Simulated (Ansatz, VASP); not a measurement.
# One calculation of SbP, two programs

```
Sb P
1.0
     2.90493    0.00000    0.00000
     0.00000    2.90493    0.00000
     0.00000    0.00000    5.53927
Sb P
1 1
Direct
  0.00000 0.00000 0.00000
  0.00000 0.00000 0.50000
```

Alike in both runs: task relaxation of cell and atoms; functional PBE; k mesh 14 × 14 × 8; occupations fermi-dirac, width 0.15 eV; no spin polarisation.

```csv
,VASP,Ansatz
version,VASP 6.6.1,Ansatz 0.2.0
potentials or method,"VASP PAW PBE potentials, release 64 (Sb, P), cutoff 600 eV","scalar-relativistic, plane waves, PAW"
valence electrons in the cell,10,20
```

|  | VASP | Ansatz | Ansatz less VASP |
| --- | --- | --- | --- |
| gap on the k mesh at the Fermi level, each at its own relaxed structure (eV) | none | none | - |
| relaxed volume (Å³/atom) | 23.42 | 23.41 | -0.013 |
| relaxed cell length with the largest relative difference (Å) | 2.908 | 2.907 | -0.0010 |

A gap of «none» marks a metal or a gap that the smearing closes. VASP's potentials hold 10 valence electrons a cell and Ansatz's 20, so a difference there can come from the potentials and not from the codes.

Spin-orbit coupling is off throughout.
